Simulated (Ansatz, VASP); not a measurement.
**Two plane-wave programs on Rh**

The input INCAR:

```
SYSTEM = Rh
PREC = Accurate
ENCUT = 520
EDIFF = 1E-6
ISMEAR = -1
SIGMA = 0.15
LREAL = .FALSE.
LASPH = .TRUE.
NELM = 60
ALGO = Normal
ISIF = 2
LWAVE = .FALSE.
LCHARG = .FALSE.
GGA = CA
NBANDS = 22
```

Contents of KPOINTS:

```
regular mesh
0
G
  14 14 8
  0 0 0
```

POSCAR

```
Rh
1.0
    2.7309790000      0.0000000000      0.0000000000
   -1.3654900000      2.3650970000      0.0000000000
    0.0000000000      0.0000000000      4.4284890000
Rh
2
Direct
    0.6772370615      0.3544741153      0.7500000000
    0.3333333333      0.6666666667      0.2500000000
```

Input for Ansatz:

```yaml
crystal:
  lattice:
    - [2.730979, 0.0, 0.0]
    - [-1.36549, 2.365097, 0.0]
    - [0.0, 0.0, 4.428489]
  atoms:
    - { symbol: Rh, position: [0.6772370615190665, 0.35447411529703293, 0.75] }
    - { symbol: Rh, position: [0.3333333333333333, 0.6666666666666666, 0.25] }
basis:
  ecutwfc: 510.0
kpoints:
  mp_grid:
    grid: [14, 14, 8]
hamiltonian:
  xc: lda
scf:
  occupations:
    method: fermi_dirac
    width: 0.15
output:
  forces: true
```

Alike in both runs: task single point; functional LDA; k mesh 14 × 14 × 8; occupations fermi-dirac, width 0.15 eV; no spin polarisation.

|  | VASP | Ansatz |
| --- | --- | --- |
| version | VASP 6.6.1 | Ansatz 0.2.0 |
| potentials or method | VASP PAW LDA potentials, release 64 (Rh_pv), cutoff 520 eV | plane waves, PAW |
| valence electrons in the cell | 30 | 34 |

|  | VASP | Ansatz | Ansatz less VASP |
| --- | --- | --- | --- |
| rms of the force components (eV/Å) | 0.096 | 0.096 | -0.0005 |

LDA's correlation is that of Perdew and Zunger in VASP and of Perdew and Wang (1992) in Ansatz. Atom by atom the forces differ by 0.001 eV/Å (rms over components). VASP's potentials hold 30 valence electrons a cell and Ansatz's 34, so a difference there can come from the potentials and not from the codes.
